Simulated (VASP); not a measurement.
Runs of VASP 6.6.1 on TaNbO. The structure is that of space group I-4m2 (No. 119), or close to it. The cells are those of the table. 

```csv
task,spin,cell,k mesh,cutoff (eV),gap on the mesh (eV),pressure (GPa),moment (μB),relaxed volume (Å³/atom)
single point,off,"a = 3.933 Å, angles 105.8, 105.8, 117.2°, 3 atoms",6 × 6 × 6,520,none,12.9,-,-
single point,"collinear, ferromagnetic start","a = 4.180 Å, angles 102.5, 102.5, 124.5°, 3 atoms",6 × 6 × 6,520,none,0.2,0.00,-
relaxation of cell and atoms,off,"relaxed from a = 3.933 Å, angles 105.8, 105.8, 117.2°, 3 atoms",6 × 6 × 6,600,none,-0.2,-,(a)
single point,off,"a = 4.180 Å, angles 102.5, 102.5, 124.5°, 3 atoms",6 × 6 × 6,520,none,0.2,-,-
relaxation of cell and atoms,off,"relaxed from a = 4.180 Å, angles 102.5, 102.5, 124.5°, 3 atoms",14 × 14 × 14,600,none,0.0,-,17.73
single point,"collinear, ferromagnetic start","a = 3.933 Å, angles 105.8, 105.8, 117.2°, 3 atoms",6 × 6 × 6,520,none,12.9,0.00,-
single point,off,"a = 4.179 Å, angles 102.5, 102.5, 124.5°, 3 atoms",14 × 14 × 14,520,none,0.2,-,-
```

Alike in all rows: level PBE; potentials or basis VASP PAW PBE potentials, release 64 (Ta_pv, Nb_sv, O); smearing gaussian 0.1 eV.

Problem. Estimate the missing entries.

Solution. (a) 17.79.

Caveats: spin-orbit coupling is left out, which moves the levels of the heavy elements; the volume moved by over 15 % at a fixed basis, so the end points are rough (some runs).

A k mesh can miss the band edges, and the runs leave out spin-orbit coupling on Nb, Ta.

A gap of «none» marks levels without a gap at the run's occupations.
